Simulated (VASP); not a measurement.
Mo:

```
Mo
1.0
     2.73007    0.00000    0.00000
    -1.36503    2.36431    0.00000
     0.00000    0.00000   14.51674
Mo
6
Direct
  0.00000 0.00000 0.00000
  0.33333 0.66667 0.16667
  0.66667 0.33333 0.33333
  0.00000 0.00000 0.50000
  0.66667 0.33333 0.66667
  0.33333 0.66667 0.83333
```

This isn't the form of Mo at room conditions, which is bcc.

* Program: VASP 6.6.1
* Task: relaxation of cell and atoms
* Functional: PBEsol
* Potentials or basis: VASP PAW PBE potentials, release 64 (Mo_sv)
* Cutoff: 600 eV
* k mesh: 18 × 18 × 4
* Occupations: gaussian, width 0.1 eV
* Spin: no spin polarisation

At the start: pressure 0.5 GPa; volume 15.62 Å³/atom.

**Question.** How do energy, volume and symmetry change on relaxing?

**Answer.** Over 11 steps the energy falls by 4.4 meV/atom and the volume is 15.60 Å³/atom (-0.1 %); space group P6_3/mmc (No. 194, to 0.1 Å) before and after.

Step by step:
```csv
step,energy change (eV),largest force (eV/Å),pressure (GPa),volume (Å³)
1,0.0000,0.1646,0.48,93.70
2,-0.0217,0.0367,-1.95,94.31
3,-0.0220,0.0535,-1.65,94.24
4,-0.0132,0.0589,3.28,92.36
5,-0.0263,0.0159,0.07,93.55
6,-0.0263,0.0147,0.09,93.54
7,-0.0263,0.0134,0.18,93.52
8,-0.0262,0.0031,-0.40,93.71
9,-0.0264,0.0102,-0.01,93.58
10,-0.0264,0.0100,-0.03,93.59
11,-0.0264,0.0012,-0.03,93.58
```

Final structure:
```
Mo
1.0
     2.75266    0.00000    0.00000
    -1.37633    2.38387    0.00000
     0.00000    0.00000   14.26095
Mo
6
Direct
  0.00000 0.00000 0.00000
  0.33333 0.66667 0.16734
  0.66667 0.33333 0.33266
  0.00000 0.00000 0.50000
  0.66667 0.33333 0.66734
  0.33333 0.66667 0.83266
```

Caveat: the PAW data sets were made with another functional, which shifts forces and pressure a little.
